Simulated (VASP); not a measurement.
# CaF2 (Fm-3m) in VASP: a series of runs, part 2 of 2

VASP 6.6.1.

## 3. Relaxation of cell and atoms, r2SCAN, target pressure 4 GPa, at which the enthalpy is minimised

Contents of POSCAR:

```
CaF2
1.0
    0.0000000000      2.7194528021      2.7194528021
    2.7194528021      0.0000000000      2.7194528021
    2.7194528021      2.7194528021      0.0000000000
Ca F
1 2
Direct
    0.0000000000      0.0000000000      0.0000000000
    0.2500000000      0.2500000000      0.2500000000
    0.7500000000      0.7500000000      0.7500000000
```

Contents of INCAR.step1:

```
SYSTEM = CaF2
PREC = Accurate
ENCUT = 660
ISMEAR = 0
SIGMA = 0.01
LREAL = .False.
LASPH = .True.
NELM = 120
GGA = PE
ALGO = Normal
EDIFF = 1E-5
LWAVE = .True.
LCHARG = .False.
GGA_COMPAT = .False.
IBRION = 2
ISIF = 3
EDIFFG = -0.005
NELMIN = 4
NSW = 100
```

Contents of INCAR.step2:

```
SYSTEM = CaF2
PREC = Accurate
ENCUT = 660
EDIFF = 1E-7
ISMEAR = 0
SIGMA = 0.01
LREAL = .False.
LASPH = .True.
NELM = 120
ALGO = Normal
ISIF = 3
LWAVE = .False.
LCHARG = .False.
METAGGA = R2SCAN
LMIXTAU = .True.
IBRION = 2
NSW = 100
EDIFFG = -0.002
PSTRESS = 40.0
ISTART = 1
GGA_COMPAT = .False.
NELMIN = 4
```

Contents of KPOINTS:

```
Automatic mesh
0
Gamma
  8 8 8
  0 0 0
```

Potentials or basis: VASP PAW PBE potentials, release 64 (Ca_sv, F).

Started as:

```console
$ cat potpaw_PBE.64/Ca_sv/POTCAR potpaw_PBE.64/F/POTCAR > POTCAR
$ cp INCAR.step1 INCAR
$ mpirun -np 1 vasp_std > vasp.out
$ cp INCAR.step2 INCAR
$ mpirun -np 1 vasp_std > vasp.out
```

OUTCAR:

```text
SYSTEM = CaF2
   PREC = Accurate
   ENCUT = 660
   EDIFF = 1E-7
   ISMEAR = 0
   LREAL = .False.
   LASPH = .True.
   NELM = 120
   ISIF = 3
   METAGGA = R2SCAN
   IBRION = 2
   NSW = 100
   EDIFFG = -0.002
   PSTRESS = 40.0
   ISTART = 1
   NELMIN = 4

 ion  position               nearest neighbor table
   1  0.000  0.000  0.000-   3 2.36   3 2.36   3 2.36   2 2.36   3 2.36   2 2.36   2 2.36   2 2.36

   2  0.250  0.250  0.250-   1 2.36   1 2.36   1 2.36   1 2.36
   3  0.750  0.750  0.750-   1 2.36   1 2.36   1 2.36   1 2.36

  LATTYP: Found a face centered cubic cell.
 ALAT       =     5.4389056042

  Lattice vectors:

 A1 = (   0.0000000000,   2.7194528021,   2.7194528021)
 A2 = (   2.7194528021,   0.0000000000,   2.7194528021)
 A3 = (   2.7194528021,   2.7194528021,   0.0000000000)

Analysis of symmetry for initial positions (statically):
=====================================================================
 Subroutine PRICEL returns:
 Original cell was already a primitive cell.

 Routine SETGRP: Setting up the symmetry group for a
 face centered cubic supercell.

 Subroutine GETGRP returns: Found 48 space group operations
 (whereof 48 operations were pure point group operations)
 out of a pool of 48 trial point group operations.

The static configuration has the point symmetry O_h .

Analysis of symmetry for dynamics (positions and initial velocities):
=====================================================================
 Subroutine PRICEL returns:
 Original cell was already a primitive cell.

 Routine SETGRP: Setting up the symmetry group for a
 face centered cubic supercell.

 Subroutine GETGRP returns: Found 48 space group operations
 (whereof 48 operations were pure point group operations)
 out of a pool of 48 trial point group operations.

The dynamic configuration has the point symmetry O_h .

 Subroutine INISYM returns: Found 48 space group operations
 (whereof 48 operations are pure point group operations),
 and found     1 'primitive' translations

----------------------------------------------------------------------------------------

                                     Primitive cell

  volume of cell :      40.2230

  direct lattice vectors                    reciprocal lattice vectors
     0.000000000  2.719452802  2.719452802    -0.183860518  0.183860518  0.183860518
     2.719452802  0.000000000  2.719452802     0.183860518 -0.183860518  0.183860518
     2.719452802  2.719452802  0.000000000     0.183860518  0.183860518 -0.183860518

  length of vectors
     3.845887035  3.845887035  3.845887035     0.318455758  0.318455758  0.318455758

  position of ions in fractional coordinates (direct lattice)
     0.000000000  0.000000000  0.000000000
     0.250000000  0.250000000  0.250000000
     0.750000000  0.750000000  0.750000000

  ion indices of the primitive-cell ions
   primitive index   ion index
                 1           1
                 2           2
                 3           3

----------------------------------------------------------------------------------------

 KPOINTS: Automatic mesh

[... 29 lines left out ...]
  0.125000  0.125000  0.000000      6.000000
[... 16 lines left out ...]
  0.500000  0.250000  0.125000     48.000000
 -0.375000  0.250000  0.125000     24.000000
 [... further k-points ...]
   k-points           NKPTS =     29   k-points in BZ     NKDIM =     29   number of bands    NBANDS=     16
   number of dos      NEDOS =    301   number of ions     NIONS =      3
   total plane-waves  NPLWV =  32768
   dimension x,y,z NGX =    32 NGY =   32 NGZ =   32
   dimension x,y,z NGXF=    64 NGYF=   64 NGZF=   64
   ions per type =               1   2
   NGX,Y,Z   is equivalent  to a cutoff of  13.83, 13.83, 13.83 a.u.
   NGXF,Y,Z  is equivalent  to a cutoff of  27.67, 27.67, 27.67 a.u.
 SYSTEM =  CaF2
   PREC   = accura    normal or accurate (medium, high low for compatibility)
   ISTART =      1    job   : 0-new  1-cont  2-samecut
   ICHARG =      0    charge: 1-file 2-atom 10-const
   ISPIN  =      1    spin polarized calculation?
   LNONCOLLINEAR =      F non collinear calculations
   LSORBIT =      F    spin-orbit coupling
   LASPH  =      T    aspherical Exc in radial PAW
   ENCUT  =  660.0 eV  48.51 Ry    6.96 a.u.   8.06  8.06  8.06*2*pi/ulx,y,z
   NELM   =    120;   NELMIN=  4; NELMDL=  0     # of ELM steps
   EDIFF  = 0.1E-06   stopping-criterion for ELM
   LREAL  =      F    real-space projection
   EDIFFG = -.2E-02   stopping-criterion for IOM
   NSW    =    100    number of steps for IOM
   IBRION =      2    ionic relax: 0-MD 1-quasi-New 2-CG
   NFREE  =      1    steps in history (QN), initial steepest desc. (CG)
   ISIF   =      3    stress and relaxation
   ISYM   =      2    0-nonsym 1-usesym 2-fastsym
   POTIM  = 0.5000    time-step for ionic-motion
   TEBEG  =    0.0;   TEEND  =   0.0 temperature during run
   PSTRESS=   40.0 pullay stress
   NELECT =      24.0000    total number of electrons
   NUPDOWN=      -1.0000    fix difference up-down
   EMIN   =  10.00;   EMAX   =-10.00  energy-range for DOS
   EFERMI =   0.00;   METHOD = LEGACY
   ISMEAR =     0;   SIGMA  =   0.01  broadening in eV -4-tet -1-fermi 0-gaus
   EFERMI_NEDOS =   21; number of points for ismear=-14 and -15
   IALGO  =     38    algorithm
   IMIX   =      4    mixing-type and parameters
     AMIX     =   0.40;   BMIX     =  1.00
     AMIX_MAG =   1.60;   BMIX_MAG =  1.00
  volume/ion in A,a.u.               =      13.41        90.48
  Fermi-wavevector in a.u.,A,eV,Ry     =   1.378226  2.604469 25.844354  1.899506
  Thomas-Fermi vector in A             =   2.503307
   LORBIT       =      0    0 simple, 1 ext, 2 COOP (PROOUT), +10 PAW based schemes
   METAGGA = R2SCAN    functional components
   LHFCALC =     F    Hartree Fock is set to
   AEXX    =    0.0000 exact exchange contribution
   IVDW    =     0    specifies the selected vdW correction
   LEPSILON=     F    determine dielectric tensor
   LRPA    =     F    only Hartree local field effects (RPA)
 conjugate gradient relaxation of ions
 non-spin polarized calculation
 Gauss-broadening in eV      SIGMA  =   0.01
  energy-cutoff  :      660.00
  volume of cell :       40.22
 maximum number of plane-waves:      1572
   NGX = 17   NGY = 17   NGZ = 17

--------------------------------------- Ionic step        1  -------------------------------------------

 number of electron      23.9999986 magnetization

 Free energy of the ion-electron system (eV)
  ---------------------------------------------------
  ext. energy  EPLUGINS =         0.00000000
  ---------------------------------------------------
  free energy    TOTEN  =       -25.95878827 eV

  energy without entropy =      -25.95878827  energy(sigma->0) =      -25.95878827

------------------------ aborting loop because EDIFF is reached ----------------------------------------

  FORCE on cell =-STRESS in cart. coord.  units (eV):
  Direction    XX          YY          ZZ          XY          YZ          ZX
  --------------------------------------------------------------------------------------
  -------------------------------------------------------------------------------------
  Total        0.1068148      0.1068148      0.1068148      0.0000000      0.0000000      0.0000000
  in kB        4.2546839      4.2546839      4.2546839      0.0000000      0.0000000      0.0000000
  external PRESSURE =     -35.7453161 kB  Pullay stress =      40.0000000 kB
[... 65 lines left out ...]
--------------------------------------- Ionic step        3  -------------------------------------------

 number of electron      23.9999993 magnetization

 Free energy of the ion-electron system (eV)
  ---------------------------------------------------
  ext. energy  EPLUGINS =         0.00000000
  ---------------------------------------------------
  free energy    TOTEN  =       -25.93997579 eV

  energy without entropy =      -25.93997579  energy(sigma->0) =      -25.93997579

 E-fermi :  -1.1124     XC(G=0): -10.5046

 val. band max:       -1.2862717560   @ k =   0.5000   0.5000   0.0000
 cond. band min:       6.9547561067   @ k =   0.0000   0.0000   0.0000
 fundamental gap:      8.2410278627
 Fermi energy:        -1.1124188985

 k-point     1 :       0.0000    0.0000    0.0000
  band No.  band energies     occupation
      1     -38.2980      2.00000
      2     -22.4684      2.00000
      3     -21.6464      2.00000
      4     -18.3602      2.00000
      5     -18.3602      2.00000
      6     -18.3602      2.00000
[... 433 lines left out ...]
      3     -22.2620      2.00000
      4     -18.4427      2.00000
      5     -18.2296      2.00000
      6     -17.9912      2.00000
[... 8 lines left out ...]
     15       9.7992      0.00000
     16      10.2417      0.00000

 [... further k-points ...]

------------------------ aborting loop because EDIFF is reached ----------------------------------------

  FORCE on cell =-STRESS in cart. coord.  units (eV):
  Direction    XX          YY          ZZ          XY          YZ          ZX
  --------------------------------------------------------------------------------------
  -------------------------------------------------------------------------------------
  Total        0.9719799      0.9719799      0.9719799      0.0000000      0.0000000     -0.0000000
  in kB       40.1105872     40.1105872     40.1105872      0.0000000      0.0000000     -0.0000000
  external PRESSURE =       0.1105872 kB  Pullay stress =      40.0000000 kB
[... 22 lines left out ...]
  energy  without entropy=      -25.9399757917  energy(sigma->0) =      -25.93997579

  enthalpy is  TOTEN    =       -24.9706756727 eV   P V=        0.9693001190

 reached required accuracy - stopping structural energy minimisation
```

It took 4.3 min on 1 thread of Intel Xeon 6975P-C (Granite Rapids), shared host; peak memory 0.22 GiB.

Results:

| Item | Value |
| --- | --- |
| Free energy | -25.9400 eV |
| Relaxed volume | 12.94 Å³/atom |
| Relaxed cell | a = 3.801 Å, b = 3.801 Å, c = 3.801 Å, α = 60.00°, β = 60.00°, γ = 60.00° |
| Space group after relaxing (to 0.1 Å) | Fm-3m (No. 225) |
| Energy change on relaxing (the run minimises the enthalpy) | +6.3 meV/atom |
| Ionic steps | 3 |
| Pressure after relaxing | 4.0 GPa |
| Band gap on the k mesh | 8.24 eV (least direct gap 8.51 eV) |

Step by step:
```csv
step,energy change (eV),largest force (eV/Å),pressure (GPa),volume (Å³)
1,0.0000,0.0000,0.43,40.22
2,0.0277,0.0000,4.92,38.51
3,0.0188,0.0000,4.01,38.82
```

Final structure:
```xyz
3
Lattice="0.0000 2.6876 2.6876 2.6876 0.0000 2.6876 2.6876 2.6876 0.0000" Properties=species:S:1:pos:R:3 pbc="T T T"
Ca    0.0000    0.0000    0.0000
F     1.3438    1.3438    1.3438
F     4.0314    4.0314    4.0314
```

Levels at points of the mesh, in eV from the valence-band top:
| k point | band 9 | band 10 | band 11 | band 12 | band 13 | band 14 | band 15 | band 16 |
| --- | --- | --- | --- | --- | --- | --- | --- | --- |
| (0.00, 0.00, 0.00) | -2.25 | -0.27 | -0.27 | -0.27 | 8.24 | 10.20 | 10.20 | 12.55 |
| (0.50, 0.00, 0.00) | -1.33 | -1.30 | -0.87 | -0.87 | 10.42 | 10.42 | 10.99 | 11.48 |
| (0.50, 0.50, 0.00) | -1.72 | -0.39 | -0.39 | 0.00 | 8.89 | 10.73 | 11.20 | 12.13 |

Caveat: the cell is relaxed towards a set pressure, so the run minimises the enthalpy, not the energy; the PAW data sets were made with another functional, which shifts forces and pressure a little. A k mesh can miss the band edges.
